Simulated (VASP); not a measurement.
Wanted: the native input for a VASP 6.6.1 run.

* Task: relaxation of cell and atoms
* Functional: PBEsol
* Potentials or basis: VASP PAW PBE potentials, release 64 (Pt)
* Cutoff: 600 eV
* k mesh: 13 × 13 × 7
* Occupations: fermi-dirac, width 0.1 eV
* Spin: no spin polarisation
* Dipole correction: no
* Further INCAR settings: ALGO = Normal; EDIFF = 1e-07; IBRION = 2; EDIFFG = -0.01; NSW = 80; ISIF = 3

The structure of Pt lies in POSCAR:

```
Pt
1.0
    2.7740467412      0.0000000000      0.0000000000
   -1.3870233706      2.4023949491      0.0000000000
    0.0000000000      0.0000000000      4.5300183283
Pt
2
Direct
    0.3333333333      0.6666666667      0.2500000000
    0.6666666667      0.3333333333      0.7500000000
```

This isn't the form of Pt at room conditions, which is fcc.

One way to write it, as run:

INCAR

```
PREC = Accurate
ENCUT = 600
EDIFF = 1E-7
ISMEAR = -1
SIGMA = 0.1
LREAL = False
LASPH = True
NELM = 60
ALGO = Normal
ISIF = 3
LWAVE = False
LCHARG = False
GGA = PS
IBRION = 2
NSW = 80
EDIFFG = -0.01
```

KPOINTS

```
regular mesh
0
Gamma
  13 13 7
```

Potentials or basis: VASP PAW PBE potentials, release 64 (Pt).

The run is started by

```sh
$ cat potpaw_PBE.64/Pt/POTCAR > POTCAR
$ mpirun -np 1 vasp_std > vasp.out
```

It gave:

| Quantity | Value |
| --- | --- |
| Relaxed volume | 15.13 Å³/atom |
| Relaxed cell | a = 2.732 Å, b = 2.732 Å, c = 4.680 Å, α = 90.00°, β = 90.00°, γ = 120.00° |
| Space group after relaxing (to 0.1 Å) | P6_3/mmc (No. 194) |
| Energy gained by relaxing | 13.3 meV/atom |
| Ionic steps | 7 |
| Pressure after relaxing | 0.0 GPa |
| Band gap on the k mesh | zero (bands 10 and 11 overlap by 1.20 eV) |

Caveat: the PAW data sets were made with another functional, which shifts forces and pressure a little; spin-orbit coupling is left out, which moves the levels of the heavy elements.

Wall time 3.1 min on 1 thread of Intel Xeon 8259CL (shared host), peak memory 0.19 GiB.
